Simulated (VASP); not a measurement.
Crystal: Mo.

```xyz
1
Lattice="-1.3954 1.3954 2.1229 1.3954 -1.3954 2.1229 1.3954 1.3954 -2.1229" Properties=species:S:1:pos:R:3 pbc="T T T"
Mo    0.0000    0.0000    0.0000
```

| Property | Result |
| --- | --- |
| Program | VASP 6.6.1 |
| Task | relaxation of cell and atoms |
| Functional | PBE |
| Potentials or basis | VASP PAW PBE potentials, release 64 (Mo_sv) |
| Cutoff | 600 eV |
| k mesh | 8 × 8 × 8 |
| Occupations | gaussian, width 0.1 eV |
| Spin | no spin polarisation |

At the start: pressure -6.6 GPa; volume 16.54 Å³/atom.

Problem. Where does the relaxation end?

Solution. Over 15 steps the energy falls by 42.7 meV/atom and the volume is 16.20 Å³/atom (-2.0 %); space group I4/mmm (No. 139, to 0.05 Å).

Step by step:
```tsv
step	energy change (eV)	largest force (eV/Å)	pressure (GPa)	volume (Å³)
1	0.0000	0.0000	-6.62	16.54
2	0.0380	0.0000	20.02	14.94
3	-0.0182	0.0000	1.76	15.94
4	-0.0302	0.0000	0.57	16.05
5	-0.0353	0.0000	-0.27	16.19
6	-0.0118	0.0000	-1.77	16.41
7	-0.0391	0.0000	-0.64	16.23
8	-0.0388	0.0000	-1.54	16.33
9	-0.0422	0.0000	-1.10	16.27
10	-0.0424	0.0000	-1.24	16.29
11	-0.0424	0.0000	-1.22	16.28
12	-0.0372	0.0000	4.20	15.95
13	-0.0427	0.0000	-0.21	16.22
14	-0.0427	0.0000	0.23	16.19
15	-0.0427	0.0000	-0.04	16.20
```

Final structure:
```cif
data_structure
_symmetry_space_group_name_H-M 'P 1'
_symmetry_Int_Tables_number 1
_cell_length_a 2.9705
_cell_length_b 2.9705
_cell_length_c 2.9705
_cell_angle_alpha 126.972
_cell_angle_beta 126.972
_cell_angle_gamma 78.296
_cell_volume 16.20
loop_
_atom_site_label
_atom_site_type_symbol
_atom_site_fract_x
_atom_site_fract_y
_atom_site_fract_z
_atom_site_occupancy
Mo1 Mo 0.00000 0.00000 0.00000 1
```

Caveat: the k points lie up to 0.42 Å⁻¹ apart in the final cell.
